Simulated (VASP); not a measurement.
# SiC (P6_3mc) in VASP: a series of runs

SiC is run at these levels: PBE, LDA, PBEsol, r2SCAN; tasks: electric field gradients.

Everything below comes from runs of VASP 6.6.1. Logs are shortened: lines on timing, memory, paths and dates and some standing lists are left out, and cuts for length are marked.

## Step 1: The cell of the first run

It takes space group P6_3mc (No. 186, hexagonal). The conventional cell has a = 3.076 Å, b = 3.076 Å, c = 5.048 Å, α = 90.00°, β = 90.00°, γ = 120.00°. Within 2.5 Å of Si (site symmetry 3m) lie 4 C at 1.87 to 1.94 Å. C (site symmetry 3m) has 4 Si at 1.87 to 1.94 Å within 2.5 Å.

## Step 2: Electric field gradients, PBE

The input, INCAR:

```
PREC = Accurate ; ENCUT = 520
EDIFF = 1E-8 ; ISMEAR = -1
SIGMA = 0.02 ; LREAL = False
LASPH = True ; NELM = 100
ALGO = Normal ; ISIF = 2
LWAVE = False ; LCHARG = False
GGA = PE ; LEFG = True
NBANDS = 16
```

The input, KPOINTS:

```
regular mesh
0
Gamma
  16 16 9
```

The input, POSCAR:

```
SiC
1.0
    3.0760000000      0.0000000000      0.0000000000
   -1.5380000000      2.6638941420      0.0000000000
    0.0000000000      0.0000000000      5.0480000000
Si C
2 2
Direct
    0.3333333333      0.6666666667      0.0000000000
    0.6666666667      0.3333333333      0.5000000000
    0.3333333333      0.6666666667      0.3850000000
    0.6666666667      0.3333333333      0.8850000000
```

Potentials or basis: VASP PAW PBE potentials, release 64 (Si, C).

Run with:

```console
cat potpaw_PBE.64/Si/POTCAR potpaw_PBE.64/C/POTCAR > POTCAR
mpirun -np 1 vasp_std > vasp.out
```

OUTCAR:

```text
PREC = Accurate
   ENCUT = 520
   EDIFF = 1E-8
   ISMEAR = -1
   LREAL = False
   LASPH = True
   NELM = 100
   ISIF = 2
   GGA = PE

 ion  position               nearest neighbor table
   1  0.333  0.667  0.000-   4 1.87   4 1.87   4 1.87   3 1.94   2 3.09   2 3.09   2 3.09   2 3.09
                             2 3.09   2 3.09
   2  0.667  0.333  0.500-   3 1.87   3 1.87   3 1.87   4 1.94   1 3.09   1 3.09   1 3.09   1 3.09
                             1 3.09   1 3.09
   3  0.333  0.667  0.385-   2 1.87   2 1.87   2 1.87   1 1.94
   4  0.667  0.333  0.885-   1 1.87   1 1.87   1 1.87   2 1.94

  LATTYP: Found a hexagonal cell.
 ALAT       =     3.0760000000
 C/A-ratio  =     1.6410923277

  Lattice vectors:

 A1 = (   3.0760000000,   0.0000000000,   0.0000000000)
 A2 = (  -1.5380000000,   2.6638941420,   0.0000000000)
 A3 = (   0.0000000000,   0.0000000000,   5.0480000000)

Analysis of symmetry for initial positions (statically):
=====================================================================
 Subroutine PRICEL returns:
 Original cell was already a primitive cell.

 Routine SETGRP: Setting up the symmetry group for a
 hexagonal supercell.

 Subroutine GETGRP returns: Found 12 space group operations
 (whereof  6 operations were pure point group operations)
 out of a pool of 24 trial point group operations.

The static configuration has the point symmetry C_3v.
 The point group associated with its full space group is C_6v.

Analysis of symmetry for dynamics (positions and initial velocities):
=====================================================================
 Subroutine PRICEL returns:
 Original cell was already a primitive cell.

 Routine SETGRP: Setting up the symmetry group for a
 hexagonal supercell.

 Subroutine GETGRP returns: Found 12 space group operations
 (whereof  6 operations were pure point group operations)
 out of a pool of 24 trial point group operations.

The dynamic configuration has the point symmetry C_3v.
 The point group associated with its full space group is C_6v.

 Subroutine INISYM returns: Found 12 space group operations
 (whereof  6 operations are pure point group operations),
 and found     1 'primitive' translations

----------------------------------------------------------------------------------------

                                     Primitive cell

  volume of cell :      41.3640

  direct lattice vectors                    reciprocal lattice vectors
     3.076000000  0.000000000  0.000000000     0.325097529  0.187695146  0.000000000
    -1.538000000  2.663894142  0.000000000     0.000000000  0.375390292  0.000000000
     0.000000000  0.000000000  5.048000000     0.000000000  0.000000000  0.198098257

  length of vectors
     3.076000000  3.076000000  5.048000000     0.375390292  0.375390292  0.198098257

  position of ions in fractional coordinates (direct lattice)
     0.333333333  0.666666667  0.000000000
     0.666666667  0.333333333  0.500000000
     0.333333333  0.666666667  0.385000000
     0.666666667  0.333333333  0.885000000

  ion indices of the primitive-cell ions
   primitive index   ion index
                 1           1
                 2           2
                 3           3
                 4           4

----------------------------------------------------------------------------------------

 KPOINTS: regular mesh

Automatic generation of k-mesh.
 Grid dimensions read from file:
 generate k-points for:   16   16    9

 Generating k-lattice:

  Cartesian coordinates                     Fractional coordinates (reciprocal lattice)
     0.020318596  0.011730947  0.000000000     0.062500000  0.000000000  0.000000000
     0.000000000  0.023461893  0.000000000     0.000000000  0.062500000  0.000000000
     0.000000000  0.000000000  0.022010917     0.000000000  0.000000000  0.111111111

  Length of vectors
     0.023461893  0.023461893  0.022010917

  Shift w.r.t. Gamma in fractional coordinates (k-lattice)
     0.000000000  0.000000000  0.000000000
[... 43 lines left out ...]
   ISTART =      0    job   : 0-new  1-cont  2-samecut
   ICHARG =      2    charge: 1-file 2-atom 10-const
   ISPIN  =      1    spin polarized calculation?
   LNONCOLLINEAR =      F non collinear calculations
   LSORBIT =      F    spin-orbit coupling
   LASPH  =      T    aspherical Exc in radial PAW
   ENCUT  =  520.0 eV  38.22 Ry    6.18 a.u.   5.72  5.72  9.39*2*pi/ulx,y,z
   NELM   =    100;   NELMIN=  2; NELMDL= -5     # of ELM steps
   EDIFF  = 0.1E-07   stopping-criterion for ELM
   LREAL  =      F    real-space projection
   EDIFFG = 0.1E-06   stopping-criterion for IOM
   NSW    =      0    number of steps for IOM
   IBRION =     -1    ionic relax: 0-MD 1-quasi-New 2-CG
   NFREE  =      0    steps in history (QN), initial steepest desc. (CG)
   ISIF   =      2    stress and relaxation
   ISYM   =      2    0-nonsym 1-usesym 2-fastsym
   POTIM  = 0.5000    time-step for ionic-motion
   TEBEG  =    0.0;   TEEND  =   0.0 temperature during run
   PSTRESS=    0.0 pullay stress
   NELECT =      16.0000    total number of electrons
   NUPDOWN=      -1.0000    fix difference up-down
   EMIN   =  10.00;   EMAX   =-10.00  energy-range for DOS
   EFERMI =   0.00;   METHOD = LEGACY
   ISMEAR =    -1;   SIGMA  =   0.02  broadening in eV -4-tet -1-fermi 0-gaus
   EFERMI_NEDOS =   21; number of points for ismear=-14 and -15
   IALGO  =     38    algorithm
   IMIX   =      4    mixing-type and parameters
     AMIX     =   0.40;   BMIX     =  1.00
     AMIX_MAG =   1.60;   BMIX_MAG =  1.00
  volume/ion in A,a.u.               =      10.34        69.78
  Fermi-wavevector in a.u.,A,eV,Ry     =   1.192817  2.254098 19.358549  1.422813
  Thomas-Fermi vector in A             =   2.328847
   LORBIT       =      0    0 simple, 1 ext, 2 COOP (PROOUT), +10 PAW based schemes
   GGA     = PE    functional components
   LHFCALC =     F    Hartree Fock is set to
   AEXX    =    0.0000 exact exchange contribution
   IVDW    =     0    specifies the selected vdW correction
   LEPSILON=     F    determine dielectric tensor
   LRPA    =     F    only Hartree local field effects (RPA)
 non-spin polarized calculation
  energy-cutoff  :      520.00
  volume of cell :       41.36
 maximum number of plane-waves:      1132
 NGX is ok and might be reduce to    24
   NGX = 11   NGY = 11   NGZ = 19

 number of electron      16.0000000 magnetization

 Free energy of the ion-electron system (eV)
  ---------------------------------------------------
  ext. energy  EPLUGINS =         0.00000000
  ---------------------------------------------------
  free energy    TOTEN  =       -30.06729832 eV

  energy without entropy =      -30.06729832  energy(sigma->0) =      -30.06729832

 E-fermi :   8.8257     XC(G=0): -11.3484

 val. band max:        8.4094938439   @ k =   0.0000   0.0000   0.0000
 cond. band min:      10.7947613673   @ k =   0.3125   0.3125   0.0000
 fundamental gap:      2.3852675235
 Fermi energy:         8.8256581773

 k-point     1 :       0.0000    0.0000    0.0000
  band No.  band energies     occupation
      1      -7.3151      2.00000
      2      -3.8128      2.00000
      3      -0.2831      2.00000
      4       6.8533      2.00000
      5       6.8533      2.00000
      6       8.1339      2.00000
[... 433 lines left out ...]
      3       1.0639      2.00000
      4       2.4432      2.00000
      5       2.9301      2.00000
      6       4.1028      2.00000
[... 8 lines left out ...]
     15      18.8494      0.00000
     16      19.7718      0.00000

 [... further k-points ...]

------------------------ aborting loop because EDIFF is reached ----------------------------------------

  FORCE on cell =-STRESS in cart. coord.  units (eV):
  Direction    XX          YY          ZZ          XY          YZ          ZX
  --------------------------------------------------------------------------------------
  -------------------------------------------------------------------------------------
  Total        1.3562262      1.3562262      0.1069362      0.0000000      0.0000000      0.0000000
  in kB       52.5315329     52.5315329      4.1420243      0.0000000      0.0000000      0.0000000
  external PRESSURE =      36.4016967 kB  Pullay stress =       0.0000000 kB

 VOLUME and BASIS-vectors are now :
 -----------------------------------------------------------------------------
  energy-cutoff  :      520.00
  volume of cell :       41.36
      direct lattice vectors                 reciprocal lattice vectors
     3.076000000  0.000000000  0.000000000     0.325097529  0.187695146  0.000000000
    -1.538000000  2.663894142  0.000000000     0.000000000  0.375390292  0.000000000
     0.000000000  0.000000000  5.048000000     0.000000000  0.000000000  0.198098257

 POSITION                                       TOTAL-FORCE (eV/Angst)
 -----------------------------------------------------------------------------------
     -0.00000      1.77593      0.00000        -0.000000      0.000000      0.752710
      1.53800      0.88796      2.52400         0.000000      0.000000      0.752710
     -0.00000      1.77593      1.94348         0.000000     -0.000000     -0.752710
      1.53800      0.88796      4.46748        -0.000000      0.000000     -0.752710
 -----------------------------------------------------------------------------------
    total drift:                                0.000000      0.000000     -0.000219

  FREE ENERGIE OF THE ION-ELECTRON SYSTEM (eV)
  ---------------------------------------------------
  free  energy   TOTEN  =       -30.0672983191 eV

  energy  without entropy=      -30.0672983191  energy(sigma->0) =      -30.06729832

 Electric field gradients (V/A^2)
---------------------------------------------------------------------
 ion       V_xx      V_yy      V_zz      V_xy      V_xz      V_yz
---------------------------------------------------------------------
   1      -8.688    -8.688    17.376    -0.000     0.000    -0.000
   2      -8.688    -8.688    17.376    -0.000    -0.000     0.000
   3      -1.464    -1.464     2.928    -0.000    -0.000     0.000
   4      -1.464    -1.464     2.928    -0.000     0.000    -0.000
---------------------------------------------------------------------

 Electric field gradients after diagonalization (V/A^2)
 (convention: |V_zz| > |V_xx| > |V_yy|)
----------------------------------------------------------------------
 ion       V_xx      V_yy      V_zz     asymmetry (V_yy - V_xx)/ V_zz
----------------------------------------------------------------------
   1      -8.688    -8.688    17.376       0.000
   2      -8.688    -8.688    17.376       0.000
   3      -1.464    -1.464     2.928       0.000
   4      -1.464    -1.464     2.928       0.000
----------------------------------------------------------------------

           NMR quadrupolar parameters

 Cq : quadrupolar parameter    Cq=e*Q*V_zz/h
 eta: asymmetry parameters     (V_yy - V_xx)/ V_zz
 Q  : nuclear electric quadrupole moment in mb (millibarn)
----------------------------------------------------------------------
 ion       Cq(MHz)       eta       Q (mb)
----------------------------------------------------------------------
   1       0.042       0.000       1.000
   2       0.042       0.000       1.000
   3       0.007       0.000       1.000
   4       0.007       0.000       1.000
----------------------------------------------------------------------
```

Wall time 3.3 min (1 thread of Intel Xeon 8259CL, shared host); peak memory 0.21 GiB.

Results:

```
Free energy                             : -30.0673 eV
Pressure                                : 3.6 GPa
Largest force                           : 0.753 eV/Å
Band gap on the k mesh                  : 2.39 eV (least direct gap 4.08 eV)
Largest electric field gradient by atom : Si +17.4; C +2.9 V/Å²
```

Forces in eV/Å, atoms in the order of the input:
```
Si   0.000  0.000  0.753
Si   0.000  0.000  0.753
C    0.000  0.000 -0.753
C    0.000  0.000 -0.753
```

Stress tensor (GPa, compression positive):
```
5.25 0.00 0.00
0.00 5.25 0.00
0.00 0.00 0.41
```

Electric field gradients, principal values (V/Å²):
```csv
atom,least,middle,greatest (by size)
1 Si,-8.688,-8.688,17.376
2 Si,-8.688,-8.688,17.376
3 C,-1.464,-1.464,2.928
4 C,-1.464,-1.464,2.928
```

Caveat: the cell stands under pressure; without QUAD_EFG the Cq values of the log hold for a quadrupole moment of 1 mb, not for the nuclei; an odd mesh through Γ misses points on the zone boundary, where band edges can lie. As with any semilocal functional, this PBE gap is likely too small.

## Step 3: Electric field gradients, LDA

The input, INCAR:

```
ALGO = Normal ; EDIFF = 1E-8
ENCUT = 520 ; ISIF = 2
ISMEAR = -1 ; LASPH = T
LCHARG = F ; LEFG = T
LREAL = F ; LWAVE = F
NBANDS = 16 ; NELM = 100
PREC = Accurate ; SIGMA = 0.15
```

The input, KPOINTS:

```
k-points
0
Gamma
  16 16 9
```

POSCAR is that of step 2.

Potentials or basis: VASP PAW LDA potentials, release 64 (Si, C).

Run with:

```console
cat potpaw_LDA.64/Si/POTCAR potpaw_LDA.64/C/POTCAR > POTCAR
mpirun -np 1 vasp_std > vasp.out
```

OUTCAR:

```text
EDIFF = 1E-8
   ENCUT = 520
   ISIF = 2
   ISMEAR = -1
   LASPH = T
   LREAL = F
   NELM = 100
   PREC = Accurate

 ion  position               nearest neighbor table
   1  0.333  0.667  0.000-   4 1.87   4 1.87   4 1.87   3 1.94   2 3.09   2 3.09   2 3.09   2 3.09
                             2 3.09   2 3.09
   2  0.667  0.333  0.500-   3 1.87   3 1.87   3 1.87   4 1.94   1 3.09   1 3.09   1 3.09   1 3.09
                             1 3.09   1 3.09
   3  0.333  0.667  0.385-   2 1.87   2 1.87   2 1.87   1 1.94
   4  0.667  0.333  0.885-   1 1.87   1 1.87   1 1.87   2 1.94

  LATTYP: Found a hexagonal cell.
 ALAT       =     3.0760000000
 C/A-ratio  =     1.6410923277

  Lattice vectors:
[... 687 lines left out ...]
---------------------------------------------------------------------
   1      -8.755    -8.755    17.510    -0.000     0.000    -0.000
   2      -8.755    -8.755    17.510    -0.000    -0.000     0.000
   3      -1.453    -1.453     2.906    -0.000    -0.000     0.000
   4      -1.453    -1.453     2.906    -0.000     0.000    -0.000
---------------------------------------------------------------------

 Electric field gradients after diagonalization (V/A^2)
 (convention: |V_zz| > |V_xx| > |V_yy|)
----------------------------------------------------------------------
 ion       V_xx      V_yy      V_zz     asymmetry (V_yy - V_xx)/ V_zz
----------------------------------------------------------------------
   1      -8.755    -8.755    17.510       0.000
   2      -8.755    -8.755    17.510       0.000
   3      -1.453    -1.453     2.906       0.000
   4      -1.453    -1.453     2.906       0.000
----------------------------------------------------------------------

           NMR quadrupolar parameters

 Cq : quadrupolar parameter    Cq=e*Q*V_zz/h
 eta: asymmetry parameters     (V_yy - V_xx)/ V_zz
 Q  : nuclear electric quadrupole moment in mb (millibarn)
----------------------------------------------------------------------
 ion       Cq(MHz)       eta       Q (mb)
----------------------------------------------------------------------
   1       0.042       0.000       1.000
   2       0.042       0.000       1.000
   3       0.007       0.000       1.000
   4       0.007       0.000       1.000
----------------------------------------------------------------------
```

OSZICAR:

```text
N       E                     dE             d eps       ncg     rms          rms(c)
DAV:   1     0.219780763501E+02    0.21978E+02   -0.71095E+03  4800   0.896E+02
DAV:   2    -0.347799467392E+02   -0.56758E+02   -0.51774E+02  6872   0.158E+02
DAV:   3    -0.373188903440E+02   -0.25389E+01   -0.25301E+01  6368   0.307E+01
DAV:   4    -0.373387803716E+02   -0.19890E-01   -0.19887E-01  5920   0.340E+00
DAV:   5    -0.373389899983E+02   -0.20963E-03   -0.20962E-03  6328   0.326E-01    0.129E+01
DAV:   6    -0.333786240242E+02    0.39604E+01   -0.70995E+00  6112   0.164E+01    0.590E+00
DAV:   7    -0.332783375473E+02    0.10029E+00   -0.11843E+00  6888   0.634E+00    0.246E+00
DAV:   8    -0.332382100665E+02    0.40127E-01   -0.62465E-02  5552   0.151E+00    0.701E-01
DAV:   9    -0.332324472515E+02    0.57628E-02   -0.80784E-03  6296   0.615E-01    0.113E-01
DAV:  10    -0.332325178729E+02   -0.70621E-04   -0.62372E-04  5640   0.153E-01    0.628E-02
DAV:  11    -0.332325236517E+02   -0.57787E-05   -0.22172E-05  6456   0.344E-02    0.163E-02
DAV:  12    -0.332325228288E+02    0.82286E-06   -0.57525E-06  6184   0.148E-02    0.880E-03
DAV:  13    -0.332325221222E+02    0.70657E-06   -0.18461E-06  6272   0.842E-03    0.166E-03
DAV:  14    -0.332325221527E+02   -0.30471E-07   -0.14993E-07  5784   0.261E-03    0.631E-04
DAV:  15    -0.332325221570E+02   -0.42678E-08   -0.13191E-09  3824   0.282E-04
   1 F= -.33232522E+02 E0= -.33232507E+02  d E =-.297539E-04
```

Wall time 4.4 min (1 thread of Intel Xeon 8259CL, shared host); peak memory 0.2 GiB.

What came out:

```yaml
Free_energy: -33.2325 eV
Pressure: -3.6 GPa
Largest_force: 0.734 eV/Å
Band_gap_on_the_k_mesh: 2.26 eV (least direct gap 3.98 eV)
Largest_electric_field_gradient_by_atom: Si +17.5; C +2.9 V/Å²
```

Forces in eV/Å, atoms in the order of the input:
```
Si   0.000  0.000  0.734
Si   0.000  0.000  0.734
C    0.000  0.000 -0.734
C    0.000  0.000 -0.734
```

Levels at points of the mesh, in eV from the valence-band top:
```csv
k point,band 6,band 7,band 8,band 9,band 10,band 11
"(0.00, 0.00, 0.00)",-0.27,-0.27,0.00,4.59,6.04,6.40
"(0.50, 0.00, 0.00)",-3.54,-3.29,-1.48,2.49,4.12,6.67
```

Electric field gradients, principal values (V/Å²):
| atom | least | middle | greatest (by size) |
| --- | --- | --- | --- |
| 1 Si | -8.755 | -8.755 | 17.510 |
| 2 Si | -8.755 | -8.755 | 17.510 |
| 3 C | -1.453 | -1.453 | 2.906 |
| 4 C | -1.453 | -1.453 | 2.906 |

Caveat: the cell stands under tension; without QUAD_EFG the Cq values of the log hold for a quadrupole moment of 1 mb, not for the nuclei; an odd mesh through Γ misses points on the zone boundary, where band edges can lie.

(Part 1 of 3 ends here.)
